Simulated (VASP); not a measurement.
## Zn: single point with PBEsol

Crystal: Zn.

```xyz
2
Lattice="2.5927 0.0000 0.0000 -1.2963 2.2453 0.0000 0.0000 0.0000 4.8951" Properties=species:S:1:pos:R:3 pbc="T T T"
Zn    0.0000    1.4969    1.2238
Zn    1.2963    0.7484    3.6713
```

```json
{
  "Program": "VASP 6.6.1",
  "Task": "single point",
  "Functional": "PBEsol",
  "Potentials or basis": "VASP PAW PBE potentials, release 64 (Zn)",
  "Cutoff": "520 eV",
  "k mesh": "18 × 18 × 8",
  "Occupations": "gaussian, width 0.1 eV",
  "Spin": "no spin polarisation"
}
```

The pressure is 0.5 GPa and the band gap on the k mesh is zero (bands 12 and 13 overlap by 4.91 eV).

Stress tensor (GPa, compression positive):
```
0.58 0.00 0.00
0.00 0.58 0.00
0.00 0.00 0.30
```

Levels at points of the mesh, in eV from the Fermi level:
```csv
k point,band 9,band 10,band 11,band 12,band 13,band 14,band 15,band 16
"(0.00, 0.00, 0.00)",-7.51,-7.29,-7.29,-4.19,-3.30,13.49,17.33,18.52
"(0.50, 0.00, 0.00)",-7.08,-7.06,-3.12,-2.25,2.55,3.48,4.28,5.71
"(0.00, 0.00, 0.50)",-7.38,-7.38,-7.38,-7.38,4.34,4.34,19.86,19.86
"(0.50, 0.00, 0.50)",-7.07,-7.07,-2.18,-2.18,0.21,0.21,10.21,10.21
```

It took 35 s on 1 thread of Intel(R) Xeon(R) Platinum 8488C (Sapphire Rapids), with other jobs on the host, peak memory 0.2 GiB.

Caveat: the PAW data sets were made with another functional, which shifts forces and pressure a little.
